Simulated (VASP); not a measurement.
Input of a VASP 6.6.1 run:

POSCAR

```
NiO
1.0
    2.0671876208      2.0671876208      0.0000000000
   -2.0671876208      2.0671876208      0.0000000000
    0.0000000000      0.0000000000      4.4399128137
Ni O
2 2
Direct
    0.0000000000      0.0000000000      0.0000000000
    0.5000000000      0.5000000000      0.5000000000
    0.5000000000      0.5000000000      0.0000000000
    0.0000000000      0.0000000000      0.5000000000
```

The input INCAR.step1:

```
PREC     = Accurate       # precision mode
ENCUT    = 520            # plane-wave cutoff, eV
ISMEAR   = 0              # smearing method
SIGMA    = 0.02           # smearing width, eV
LREAL    = F              # projectors in reciprocal space
LASPH    = T              # aspherical terms in the spheres
NELM     = 150            # most SCF steps
ISPIN    = 2              # spin polarisation
MAGMOM   = 1.83 1.83 0.31 0.31 # initial moments
LMAXMIX  = 4              # l up to which the mixer works
NBANDS   = 28             # bands
GGA      = PE             # functional
ALGO     = Normal         # electronic algorithm
EDIFF    = 1E-4           # SCF threshold, eV
LWAVE    = T              # write WAVECAR
LCHARG   = F              # write CHGCAR
```

File INCAR.step2:

```
PREC     = Accurate       # precision mode
ENCUT    = 520            # plane-wave cutoff, eV
EDIFF    = 1E-7           # SCF threshold, eV
ISMEAR   = 0              # smearing method
SIGMA    = 0.02           # smearing width, eV
LREAL    = F              # projectors in reciprocal space
LASPH    = T              # aspherical terms in the spheres
NELM     = 150            # most SCF steps
ALGO     = Normal         # electronic algorithm
ISIF     = 2              # what is computed and relaxed
LWAVE    = F              # write WAVECAR
LCHARG   = F              # write CHGCAR
ISPIN    = 2              # spin polarisation
MAGMOM   = 1.83 1.83 0.31 0.31 # initial moments
LORBIT   = 11             # projections on sites
LMAXMIX  = 4              # l up to which the mixer works
METAGGA  = R2SCAN         # meta-GGA
LMIXTAU  = T            
NBANDS   = 28             # bands
ISTART   = 1
```

KPOINTS

```
Automatic mesh
0
Gamma
  10 10 8
```

Potentials or basis: VASP PAW PBE potentials, release 64 (Ni, O).

Launch:

```console
$ cat potpaw_PBE.64/Ni/POTCAR potpaw_PBE.64/O/POTCAR > POTCAR
$ cp INCAR.step1 INCAR
$ mpirun -np 1 vasp_std > vasp.out
$ cp INCAR.step2 INCAR
$ mpirun -np 1 vasp_std > vasp.out
```

**Question.** Predict the site moments.

**Answer.** Ni +1.70; O +0.27 μB.

**Question.** Estimate the band gap on the k mesh.

**Answer.** 0.29 eV.

**Question.** Estimate the pressure.

**Answer.** -4.7 GPa.

Stress tensor (GPa, compression positive):
```
  0.04   0.00   0.00
  0.00   0.04   0.00
  0.00   0.00 -14.12
```

Caveat: the stress differs along the axes, from -14 to 0 GPa; semilocal functionals underestimate gaps, and a narrow one can read as zero; the PAW data sets were made with another functional, which shifts forces and pressure a little. A k mesh can miss the band edges.
